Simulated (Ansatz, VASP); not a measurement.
SnO2 in VASP and in Ansatz

The input INCAR:

```
ALGO = Normal ; EDIFF = 1E-6
ENCUT = 520 ; GGA = CA
ISIF = 2 ; ISMEAR = 0
LASPH = T ; LCHARG = F
LREAL = F ; LWAVE = F
NBANDS = 35 ; NELM = 80
PREC = Accurate ; SIGMA = 0.05
```

Contents of KPOINTS:

```
k-points
0
Gamma
  6 6 8
```

Contents of POSCAR:

```
SnO2
1.0
    4.7212714757      0.0000000000      0.0000000000
    0.0000000000      4.7242464866      0.0000000000
    0.0000000000      0.0000000000      3.1900194031
Sn O
2 4
Direct
    0.5000000000      0.5132296230      0.5000000000
    0.0000000000      0.0000000000      0.0000000000
    0.3055669669      0.3065721211      0.0000000000
    0.8055669669      0.1934278789      0.5000000000
    0.1944330331      0.8065721211      0.5000000000
    0.6944330331      0.6934278789      0.0000000000
```

Input for Ansatz:

```yaml
crystal:
  lattice:
    - [4.7212714757, 0.0, 0.0]
    - [0.0, 4.7242464866, 0.0]
    - [0.0, 0.0, 3.1900194031]
  atoms:
    - { symbol: Sn, position: [0.5, 0.513229623, 0.5] }
    - { symbol: Sn, position: [0.0, 0.0, 0.0] }
    - { symbol: O, position: [0.3055669669, 0.3065721211, 0.0] }
    - { symbol: O, position: [0.8055669669, 0.1934278789, 0.5] }
    - { symbol: O, position: [0.1944330331, 0.8065721211, 0.5] }
    - { symbol: O, position: [0.6944330331, 0.6934278789, 0.0] }
basis:
  ecutwfc: 420
kpoints:
  mp_grid: { grid: [6, 6, 8] }
hamiltonian:
  xc: lda
scf:
  occupations: { method: gaussian, width: 0.05 }
output:
  forces: true
  stress: true
  eigenvalues: true
```

Alike in both runs: task single point; functional LDA; k mesh 6 × 6 × 8; occupations gaussian, width 0.05 eV; no spin polarisation.

|  | VASP | Ansatz |
| --- | --- | --- |
| version | VASP 6.6.1 | Ansatz 0.2.0 |
| potentials or method | VASP PAW LDA potentials, release 64 (Sn_d, O), cutoff 520 eV | scalar-relativistic, plane waves, PAW |
| valence electrons in the cell | 52 | 52 |

|  | VASP | Ansatz | Ansatz less VASP |
| --- | --- | --- | --- |
| gap on the k mesh at the Fermi level (eV) | 1.15 | 1.12 | -0.034 |
| least direct gap on the mesh (eV) | 1.15 | 1.12 | -0.034 |
| pressure (GPa) | 1.3 | 0.2 | -1.11 |
| traceless stress, the component that is largest in VASP (GPa) | -0.42 | -0.27 | +0.156 |
| rms of the force components (eV/Å) | 0.421 | 0.414 | -0.0074 |

LDA's correlation is that of Perdew and Zunger in VASP and of Perdew and Wang (1992) in Ansatz. Atom by atom the forces differ by 0.013 eV/Å (rms over components).
